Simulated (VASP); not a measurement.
**PbSe (Clausthalite): single point with r2SCAN**

PbSe (Clausthalite):

```
Pb Se
1.0
     0.00000    3.02660    3.02660
     3.02660    0.00000    3.02660
     3.02660    3.02660    0.00000
Pb Se
1 1
Cartesian
  0.0000 0.0000 0.0000
  3.0266 3.0266 3.0266
```

This cell differs from its parent crystal: volume scaled by 0.94.

```
Program                : VASP 6.6.1
Task                   : single point
Functional             : r2SCAN
Potentials or basis    : VASP PAW PBE potentials, release 64 (Pb_d, Se)
Cutoff                 : 550 eV
k mesh                 : 10 × 10 × 10
Occupations            : gaussian, width 0.02 eV
Spin                   : no spin polarisation
Dipole correction      : no
Further INCAR settings : ALGO = Normal; EDIFF = 1e-06; NBANDS = 17
```

| Item | Value |
| --- | --- |
| Pressure | 3.6 GPa |
| Band gap on the k mesh | 0.46 eV, direct |

Levels at points of the mesh, in eV from the valence-band top:
```csv
k point,band 6,band 7,band 8,band 9,band 10,band 11,band 12,band 13,band 14,band 15
"(0.00, 0.00, 0.00)",-14.50,-6.33,-2.24,-2.24,-2.24,5.07,5.07,5.07,6.84,6.84
"(0.50, 0.00, 0.00)",-13.31,-9.32,-1.79,-1.79,0.00,0.46,1.79,1.79,9.10,10.61
"(0.50, 0.50, 0.00)",-12.86,-7.66,-5.50,-3.66,-3.66,3.83,6.09,6.09,6.59,11.85
```

Run time: 88 s on 1 thread of Intel(R) Xeon(R) 6975P-C (Granite Rapids), with other jobs on the host, peak memory 0.24 GiB.

Caveat: the PAW data sets were made with another functional, which shifts forces and pressure a little; spin-orbit coupling is left out, which moves the levels of the heavy elements. A k mesh can miss the band edges.
